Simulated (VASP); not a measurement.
Set up this calculation in VASP 6.6.1, as the native input.

| Item | Value |
| --- | --- |
| Task | single point |
| Functional | PBE |
| Potentials or basis | VASP PAW PBE potentials, release 64 (Fe, Si, Ni) |
| Cutoff | 520 eV |
| k mesh | 4 × 4 × 4 |
| Occupations | gaussian, width 0.1 eV |
| Spin | collinear spin, ferromagnetic start |
| Starting moments | [4.0, 0.0, 0.0, 0.0, 2.0] μB |
| Dipole correction | no |
| Further INCAR settings | ALGO = Normal; EDIFF = 1e-07; NBANDS = 27 |

The structure of FeSi3Ni lies in POSCAR:

```
FeSi3Ni
1.0
    4.0309831200      0.0000000000      0.0000000000
    0.0000000000      4.0309831200      0.0000000000
    0.0000000000      0.0000000000      4.0309831200
Fe Si Ni
1 3 1
Direct
    0.0000000000      0.0000000000      0.0000000000
    0.0000000000      0.5000000000      0.5000000000
    0.5000000000      0.0000000000      0.5000000000
    0.5000000000      0.5000000000      0.0000000000
    0.5000000000      0.5000000000      0.5000000000
```

The cell was built from a structure type or drawn by symmetry, and may not be a known phase.

These files were run (other wordings do the same):

INCAR

```
SYSTEM = FeSi3Ni
ALGO = Normal
EDIFF = 1E-7
ENCUT = 520
GGA = PE
ISIF = 2
ISMEAR = 0
ISPIN = 2
LASPH = .TRUE.
LCHARG = .FALSE.
LMAXMIX = 4
LORBIT = 11
LREAL = .FALSE.
LWAVE = .FALSE.
MAGMOM = 4 0 0 0 2
NBANDS = 27
NELM = 150
PREC = Accurate
SIGMA = 0.1
```

KPOINTS

```
k-points
0
G
  4 4 4
  0 0 0
```

Potentials or basis: VASP PAW PBE potentials, release 64 (Fe, Si, Ni).

Command:

```sh
$ cat potpaw_PBE.64/Fe/POTCAR potpaw_PBE.64/Si/POTCAR potpaw_PBE.64/Ni/POTCAR > POTCAR
$ mpirun -np 1 vasp_std > vasp.out
```

Results of the run:

```
Pressure                                              : 33.4 GPa
Net moment                                            : 2.61 μB per cell
Site moments                                          : Fe +2.54; Si +0.01; Ni +0.07 μB
Valence electrons inside the program's atomic spheres : Fe 6.91; Si 1.65; Ni 10.78
```

Caveat: the k points lie up to 0.39 Å⁻¹ apart.

It took 47 s on 1 thread of AMD EPYC 7R13 Processor (Zen 3) (shared host), peak memory 0.17 GiB.
